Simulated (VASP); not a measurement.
Set up this calculation in VASP 6.6.1, as the native input.

- Task: single point
- Functional: PBE
- Potentials or basis: VASP PAW PBE potentials, release 64 (Ba_sv, Ti_sv, O)
- Cutoff: 520 eV
- k mesh: 6 × 6 × 6
- Occupations: gaussian, width 0.05 eV
- Spin: no spin polarisation
- Dipole correction: no
- Further INCAR settings: ALGO = Normal; EDIFF = 1e-07; NBANDS = 28

The structure of BaTiO3 lies in POSCAR:

```
BaTiO3
1.0
    2.9919088721      1.6529946342      2.3563003940
   -2.9919088721      1.6529946342      2.3563003940
    0.0000000000     -3.3059892684      2.3563003940
Ba Ti O
1 1 3
Direct
    0.0049545205      0.0049545205      0.0049545205
    0.5191875227      0.5191875227      0.5191875227
    0.4883938465      0.4883938465      0.9777702638
    0.4883938465      0.9777702638      0.4883938465
    0.9777702638      0.4883938465      0.4883938465
```

These files were run (other wordings do the same):

INCAR

```
SYSTEM = BaTiO3
PREC     = Accurate       ! precision mode
ENCUT    = 520            ! plane-wave cutoff, eV
EDIFF    = 1E-7           ! SCF threshold, eV
ISMEAR   = 0              ! smearing method
SIGMA    = 0.05           ! smearing width, eV
LREAL    = .FALSE.        ! projectors in reciprocal space
LASPH    = .TRUE.         ! aspherical terms in the spheres
NELM     = 100            ! most SCF steps
ALGO     = Normal         ! electronic algorithm
ISIF     = 2              ! what is computed and relaxed
LWAVE    = .FALSE.        ! write WAVECAR
LCHARG   = .FALSE.        ! write CHGCAR
GGA      = PE             ! functional
NBANDS   = 28             ! bands
```

KPOINTS

```
regular mesh
0
G
  6 6 6
  0 0 0
```

Potentials or basis: VASP PAW PBE potentials, release 64 (Ba_sv, Ti_sv, O).

Command:

```sh
$ cat potpaw_PBE.64/Ba_sv/POTCAR potpaw_PBE.64/Ti_sv/POTCAR potpaw_PBE.64/O/POTCAR > POTCAR
$ mpirun -np 1 vasp_std > vasp.out
```

Results of the run:

| Property | Result |
| --- | --- |
| Pressure | -4.8 GPa |
| Largest force | 0.474 eV/Å |
| Band gap on the k mesh | 2.35 eV (least direct gap 2.89 eV) |

Caveat: the cell stands under tension; spin-orbit coupling is left out, which moves the levels of the heavy elements.

Wall time 52 s on 1 thread of Intel(R) Xeon(R) 6975P-C (Granite Rapids), with other jobs on the host, peak memory 0.27 GiB.
